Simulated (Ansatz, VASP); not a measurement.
**CsCaBr3 in VASP and in Ansatz**

```
Cs Ca Br
1.0
     5.70867    0.00000    0.00000
     0.00000    5.70867    0.00000
     0.00000    0.00000    5.70867
Cs Ca Br
1 1 3
Cartesian
  0.0000 0.0000 0.0000
  2.8543 2.8543 2.8543
  2.8543 0.0000 2.8543
  0.0000 2.8543 2.8543
  2.8543 2.8543 0.0000
```

Alike in both runs: task single point; functional LDA; k mesh 3 × 3 × 3; no spin polarisation.

|  | VASP | Ansatz |
| --- | --- | --- |
| version | VASP 6.6.1 | Ansatz 0.2.0 |
| potentials or method | VASP PAW LDA potentials, release 64 (Cs_sv, Ca_sv, Br) | plane waves, PAW |
| plane-wave cutoff (eV) | 520 | 420 |
| occupations | gaussian, width 0.01 eV | fixed |
| valence electrons in the cell | 40 | 40 |

VASP gave:

```
gap on the k mesh at the Fermi level (eV) : 4.25
```

Problem. What did Ansatz give for the same quantities?

Solution. gap on the k mesh at the Fermi level (eV): 4.24.

LDA's correlation is that of Perdew and Zunger in VASP and of Perdew and Wang (1992) in Ansatz.

Spin-orbit coupling is off throughout.
